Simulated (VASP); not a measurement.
LiLa2VO6:

```
Li La V O
1.0
     0.00000    3.86465    3.86465
     3.86465    0.00000    3.86465
     3.86465    3.86465    0.00000
Li La V O
1 2 1 6
Direct
  0.50000 0.50000 0.50000
  0.25000 0.25000 0.25000
  0.75000 0.75000 0.75000
  0.00000 0.00000 0.00000
  0.75690 0.24310 0.24310
  0.24310 0.75690 0.75690
  0.24310 0.75690 0.24310
  0.75690 0.24310 0.75690
  0.24310 0.24310 0.75690
  0.75690 0.75690 0.24310
```

* Program: VASP 6.6.1
* Task: relaxation of the atoms
* Functional: PBEsol
* Potentials or basis: VASP PAW PBE potentials, release 64 (Li_sv, La, V_sv, O)
* Cutoff: 650 eV
* k mesh: 6 × 6 × 6
* Occupations: gaussian, width 0.02 eV
* Spin: no spin polarisation

At the start: pressure -8.7 GPa; volume 11.54 Å³/atom.

**Question.** Where does the relaxation end?

**Answer.** Over 3 steps the energy falls by 2.3 meV/atom at a fixed cell; space group Fm-3m (No. 225, to 0.1 Å) before and after.

The path:
```csv
step,energy change (eV),largest force (eV/Å),pressure (GPa)
1,0.0000,0.4950,-8.73
2,-0.0162,0.2805,-6.58
3,-0.0232,0.0007,-7.38
```

Final structure:
```
Li La V O
1.0
     0.00000    3.86465    3.86465
     3.86465    0.00000    3.86465
     3.86465    3.86465    0.00000
Li La V O
1 2 1 6
Direct
  0.50000 0.50000 0.50000
  0.25000 0.25000 0.25000
  0.75000 0.75000 0.75000
  0.00000 0.00000 0.00000
  0.75891 0.24109 0.24109
  0.24109 0.75891 0.75891
  0.24109 0.75891 0.24109
  0.75891 0.24109 0.75891
  0.24109 0.24109 0.75891
  0.75891 0.75891 0.24109
```

Caveat: the PAW data sets were made with another functional, which shifts forces and pressure a little.
